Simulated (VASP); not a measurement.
Write the native input for VASP 6.6.1 that does the following.

- Task: single point
- Functional: PBE
- Potentials or basis: VASP PAW PBE potentials, release 64 (Cd, Se, S)
- Cutoff: 500 eV
- k mesh: 6 × 4 × 4
- Occupations: gaussian, width 0.2 eV
- Spin: no spin polarisation
- Dipole correction: no
- Further INCAR settings: ALGO = Normal; EDIFF = 1e-06; NBANDS = 47

The structure of CdSe3S lies in POSCAR:

```
CdSe3S
1.0
    0.0000000000     -4.2269281587      0.0000000000
   -8.4538563175      0.0000000000      0.0000000000
    0.0000000000      0.0000000000     -8.5640585233
Cd Se S
2 6 2
Direct
    1.0000000000      0.5000000000      0.9152274747
    0.0000000000      0.0000000000      0.9152274747
    0.5000000000      0.7500000000      0.9158873908
    0.5000000000      0.2500000000      0.9158873908
    0.5000000000      1.0000000000      0.5086299067
    0.5000000000      0.5000000000      0.5086299067
    1.0000000000      0.7500000000      0.5086299067
    0.0000000000      0.2500000000      0.5086299067
    0.5000000000      0.7500000000      0.3837253209
    0.5000000000      0.2500000000      0.3837253209
```

One way to write it, as run:

INCAR

```
  ALGO = Normal
  EDIFF = 1E-6
  ENCUT = 500
  GGA = PE
  GGA_COMPAT = False
  ISIF = 2
  ISMEAR = 0
  LASPH = True
  LCHARG = False
  LREAL = False
  LWAVE = False
  NBANDS = 47
  NELM = 120
  PREC = Accurate
  SIGMA = 0.2
```

KPOINTS

```
k-points
0
Gamma
  6 4 4
```

Potentials or basis: VASP PAW PBE potentials, release 64 (Cd, Se, S).

Command:

```bash
$ cat potpaw_PBE.64/Cd/POTCAR potpaw_PBE.64/Se/POTCAR potpaw_PBE.64/S/POTCAR > POTCAR
$ mpirun -np 1 vasp_std > vasp.out
```

It gave:

```yaml
Pressure: 0.1 GPa
Largest_force: 0.022 eV/Å
Band_gap_on_the_k_mesh: zero (band 36 reaches 2.11 eV, above the bottom of band 37 at 1.02 eV)
```

It took 7.9 min on 1 thread of Intel Xeon 6975P-C, on a shared host, peak memory 0.6 GiB.
